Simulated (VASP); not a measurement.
The system is Rh.

```xyz
1
Lattice="-1.3307 1.3307 2.0245 1.3307 -1.3307 2.0245 1.3307 1.3307 -2.0245" Properties=species:S:1:pos:R:3 pbc="T T T"
Rh    0.0000    0.0000    0.0000
```

```yaml
Program: VASP 6.6.1
Task: relaxation of cell and atoms
Functional: PBEsol
Potentials_or_basis: VASP PAW PBE potentials, release 64 (Rh_pv)
Cutoff: 500 eV
k_mesh: 8 × 8 × 8
Occupations: gaussian, width 0.1 eV
Spin: no spin polarisation
```

At the start: pressure -13.8 GPa; volume 14.34 Å³/atom.

**Question.** Where does the relaxation end?

**Answer.** Over 8 steps the energy falls by 70.4 meV/atom and the volume is 13.54 Å³/atom (-5.6 %); space group Fm-3m (No. 225, to 0.05 Å).

Step by step:
```csv
step,energy change (eV),largest force (eV/Å),pressure (GPa),volume (Å³)
1,0.0000,0.0000,-13.75,14.34
2,0.1594,0.0000,51.50,11.92
3,-0.0514,0.0000,2.02,13.47
4,-0.0515,0.0000,2.66,13.44
5,-0.0702,0.0000,0.99,13.50
6,-0.0702,0.0000,1.01,13.49
7,-0.0698,0.0000,-2.02,13.64
8,-0.0704,0.0000,0.01,13.54
```

Final structure:
```xyz
1
Lattice="-1.3378 1.3378 1.8916 1.3378 -1.3378 1.8916 1.3378 1.3378 -1.8916" Properties=species:S:1:pos:R:3 pbc="T T T"
Rh    0.0000    0.0000    0.0000
```

Caveat: the k points lie up to 0.42 Å⁻¹ apart in the final cell; the PAW data sets were made with another functional, which shifts forces and pressure a little.
